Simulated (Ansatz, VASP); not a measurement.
# LiF in VASP and in Ansatz

```
Li F
1.0
     2.35477    0.00000    0.00000
     0.00000    2.35477    0.00000
     0.00000    0.00000    2.45715
Li F
1 1
Direct
  0.00000 0.00000 0.00000
  0.50000 0.50000 0.50000
```

Change from the starting cell: strain -0.080 along x and y, -0.040 along z, atoms carried along.

Alike in both runs: task single point; functional r2SCAN; k mesh 10 × 10 × 10; occupations gaussian, width 0.05 eV; no spin polarisation.

|  | VASP | Ansatz |
| --- | --- | --- |
| version | VASP 6.6.1 | Ansatz 0.2.0 |
| potentials or method | VASP PAW PBE potentials, release 64 (Li_sv, F), cutoff 520 eV | scalar-relativistic, plane waves, PAW |
| valence electrons in the cell | 10 | 10 |

Ansatz gave:

| Property | Result |
| --- | --- |
| gap on the k mesh at the Fermi level (eV) | 10.32 |
| least direct gap on the mesh (eV) | 11.18 |

**Question.** What did VASP give for the same quantities?

**Answer.** gap on the k mesh at the Fermi level (eV): 10.65; least direct gap on the mesh (eV): 11.40.

VASP's potentials were made for PBE, not for r2SCAN.

Noted on VASP's run: the cutoff is short for stress, so the pressure is rough.
